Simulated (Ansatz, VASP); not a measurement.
# One calculation of HC6, two programs

```
CELL_PARAMETERS angstrom
4.88891 0.00000 0.00000
-1.22223 8.78428 0.00000
0.00000 0.00000 22.74730
ATOMIC_POSITIONS crystal
C 0.01936 0.07744 0.17585
C 0.51936 0.07744 0.17585
C 0.27420 0.09680 0.20595
C 0.77420 0.09680 0.20595
C 0.28388 0.13552 0.26617
C 0.78388 0.13552 0.26617
C 0.03862 0.15447 0.29549
C 0.53862 0.15447 0.29549
C 0.04882 0.19529 0.35836
C 0.54882 0.19529 0.35836
C 0.30311 0.21243 0.38454
C 0.80311 0.21243 0.38454
H 0.04882 0.09105 0.46060
H 0.04882 0.29953 0.46060
```

Alike in both runs: task single point; functional LDA; k mesh 6 × 3 × 1; occupations gaussian, width 0.1 eV; no spin polarisation.

```csv
,VASP,Ansatz
version,VASP 6.6.1,Ansatz 0.2.0
potentials or method,"VASP PAW LDA potentials, release 64 (C, H), cutoff 520 eV","scalar-relativistic, plane waves, PAW"
valence electrons in the cell,50,50
```

|  | VASP | Ansatz | Ansatz less VASP |
| --- | --- | --- | --- |
| gap on the k mesh at the Fermi level (eV) | 0.04 | 0.04 | -0.001 |
| least direct gap on the mesh (eV) | 0.04 | 0.04 | -0.001 |
| rms of the force components (eV/Å) | 1.113 | 1.118 | +0.0048 |

Ansatz warns that its potentials were made for another functional, while VASP's fit it. LDA's correlation is that of Perdew and Zunger in VASP and of Perdew and Wang (1992) in Ansatz. Atom by atom the forces differ by 0.025 eV/Å (rms over components).
